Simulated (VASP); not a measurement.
Here is a VASP 6.6.1 calculation.

The input INCAR:

```
ALGO = Normal
EDIFF = 1E-6
ENCUT = 520
GGA = PE
ISIF = 2
ISMEAR = -1
LASPH = True
LCHARG = False
LREAL = False
LWAVE = False
NBANDS = 7
NELM = 80
PREC = Accurate
SIGMA = 0.05
```

Contents of KPOINTS:

```
k-points
0
Gamma
  20 20 18
```

File POSCAR:

```
Be
1.0
    2.0002119996      0.0000000000      0.0000000000
   -1.0001059998      1.7322344046      0.0000000000
    0.0000000000      0.0000000000      2.1210205954
Be
1
Direct
    0.0000000000      0.0000000000      0.0000000000
```

Potentials or basis: VASP PAW PBE potentials, release 64 (Be).

The run is started by

```bash
$ cat potpaw_PBE.64/Be/POTCAR > POTCAR
$ mpirun -np 1 vasp_std > vasp.out
```

Q: Estimate the band gap on the k mesh.

A: Zero (band 1 reaches 10.96 eV, above the bottom of band 2 at 4.43 eV).

Q: Estimate the pressure.

A: 34.2 GPa.

Stress tensor (GPa, compression positive):
```
34.22  0.00  0.00
 0.00 34.22  0.00
 0.00  0.00 34.08
```
